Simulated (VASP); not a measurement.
Write the native input for VASP 6.6.1 that does the following.

- Task: electric field gradients
- Functional: PBE
- Potentials or basis: VASP PAW PBE potentials, release 64 (B, As)
- Cutoff: 520 eV
- k mesh: 15 × 15 × 15
- Occupations: fermi-dirac, width 0.03 eV
- Spin: no spin polarisation
- Dipole correction: no
- Further INCAR settings: ALGO = Normal; EDIFF = 1e-08; NBANDS = 11

The structure of BAs lies in POSCAR:

```
BAs
1.0
    0.0000000000      2.4043183418      2.4043183418
    2.4043183418      0.0000000000      2.4043183418
    2.4043183418      2.4043183418      0.0000000000
B As
1 1
Direct
    0.0000000000      0.0000000000      0.0000000000
    0.7500000000      0.7500000000      0.7500000000
```

This cell differs from its parent crystal: volume scaled by 1.02.

The input as run:

INCAR

```
SYSTEM = BAs
ALGO = Normal
EDIFF = 1E-8
ENCUT = 520
GGA = PE
ISIF = 2
ISMEAR = -1
LASPH = .True.
LCHARG = .False.
LEFG = .True.
LREAL = .False.
LWAVE = .False.
NBANDS = 11
NELM = 100
PREC = Accurate
SIGMA = 0.03
```

KPOINTS

```
k-points
0
Gamma
  15 15 15
  0 0 0
```

Potentials or basis: VASP PAW PBE potentials, release 64 (B, As).

Launch:

```bash
$ cat potpaw_PBE.64/B/POTCAR potpaw_PBE.64/As/POTCAR > POTCAR
$ mpirun -np 1 vasp_std > vasp.out
```

Results of the run:

```
Pressure               : 0.7 GPa
Band gap on the k mesh : 1.20 eV, indirect (least direct gap 3.25 eV)
```

Caveat: without QUAD_EFG the Cq values of the log hold for a quadrupole moment of 1 mb, not for the nuclei.

Wall time 42 s on 1 thread of AMD EPYC 9R45 (Zen 5) (shared host), peak memory 0.15 GiB.
